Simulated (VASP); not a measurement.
Set up this calculation in VASP 6.6.1, as the native input.

```yaml
Task: single point
Functional: r2SCAN
Potentials_or_basis: VASP PAW PBE potentials, release 64 (Zr_sv)
Cutoff: 520 eV
k_mesh: 20 × 20 × 20
Occupations: gaussian, width 0.15 eV
Spin: no spin polarisation
Dipole_correction: no
Further_INCAR_settings: ALGO = Normal; EDIFF = 1e-06; NBANDS = 12
```

Zr:

```
Zr
1.0
    -1.81000    1.81000    1.81000
     1.81000   -1.81000    1.81000
     1.81000    1.81000   -1.81000
Zr
1
Direct
  0.00000 0.00000 0.00000
```

These files were run (other wordings do the same):

POSCAR

```
Zr
1.0
   -1.8100000000      1.8100000000      1.8100000000
    1.8100000000     -1.8100000000      1.8100000000
    1.8100000000      1.8100000000     -1.8100000000
Zr
1
Direct
    0.0000000000      0.0000000000      0.0000000000
```

INCAR.step1

```
SYSTEM = Zr
ALGO = Normal
EDIFF = 1E-4
ENCUT = 520
GGA = PE
ISMEAR = 0
LASPH = .True.
LCHARG = .False.
LREAL = .False.
LWAVE = .True.
NBANDS = 12
NELM = 80
PREC = Accurate
SIGMA = 0.15
```

INCAR.step2

```
SYSTEM = Zr
ALGO = Normal
EDIFF = 1E-6
ENCUT = 520
ISIF = 2
ISMEAR = 0
ISTART = 1
LASPH = .True.
LCHARG = .False.
LMIXTAU = .True.
LREAL = .False.
LWAVE = .False.
METAGGA = R2SCAN
NBANDS = 12
NELM = 80
PREC = Accurate
SIGMA = 0.15
```

KPOINTS

```
k-points
0
Gamma
  20 20 20
  0 0 0
```

Potentials or basis: VASP PAW PBE potentials, release 64 (Zr_sv).

The run is started by

```sh
$ cat potpaw_PBE.64/Zr_sv/POTCAR > POTCAR
$ cp INCAR.step1 INCAR
$ mpirun -np 1 vasp_std > vasp.out
$ cp INCAR.step2 INCAR
$ mpirun -np 1 vasp_std > vasp.out
```

Results of the run:

The pressure is -2.7 GPa. The band gap on the k mesh is zero (band 6 reaches 9.83 eV, above the bottom of band 7 at 7.79 eV).

Caveat: the PAW data sets were made with another functional, which shifts forces and pressure a little.

Run time: 4.6 min on 1 thread of Intel Xeon 8259CL, with other jobs on the host, peak memory 0.2 GiB.
